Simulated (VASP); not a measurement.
Write the native input for VASP 6.6.1 that does the following.

- Task: single point
- Functional: PBEsol
- Potentials or basis: VASP PAW PBE potentials, release 64 (Pt)
- Cutoff: 520 eV
- k mesh: 22 × 22 × 22
- Occupations: gaussian, width 0.15 eV
- Spin: collinear spin, ferromagnetic start
- Starting moments: [0.35] μB
- Fixed moment: 0.35 μB
- Dipole correction: no
- Further INCAR settings: ALGO = Normal; EDIFF = 1e-07; NBANDS = 15

The structure of Pt lies in POSCAR:

```
Pt
1.0
    0.0000000000      1.9589709028      1.9589709028
    1.9589709028      0.0000000000      1.9589709028
    1.9589709028      1.9589709028      0.0000000000
Pt
1
Direct
    0.0000000000      0.0000000000      0.0000000000
```

One way to write it, as run:

INCAR

```
PREC = Accurate
ENCUT = 520
EDIFF = 1E-7
ISMEAR = 0
SIGMA = 0.15
LREAL = False
LASPH = True
NELM = 150
ALGO = Normal
ISIF = 2
LWAVE = False
LCHARG = False
ISPIN = 2
MAGMOM = 0.35
LORBIT = 11
NUPDOWN = 0.35
LMAXMIX = 4
GGA = PS
NBANDS = 15
```

KPOINTS

```
Automatic mesh
0
Gamma
  22 22 22
```

Potentials or basis: VASP PAW PBE potentials, release 64 (Pt).

Launch:

```console
$ cat potpaw_PBE.64/Pt/POTCAR > POTCAR
$ mpirun -np 1 vasp_std > vasp.out
```

It gave:

```yaml
Pressure: 0.3 GPa
Net_moment: 0.35 μB per cell
Site_moments: Pt +0.35 μB
Valence_electrons_inside_the_program's_atomic_spheres: Pt 9.29
```

Caveat: the PAW data sets were made with another functional, which shifts forces and pressure a little; the total moment is fixed, so each spin has its own Fermi level.

Wall time 5.5 min on 1 thread of AMD EPYC 7R43 64-Core Processor (Zen 3), with other jobs on the host, peak memory 0.2 GiB.
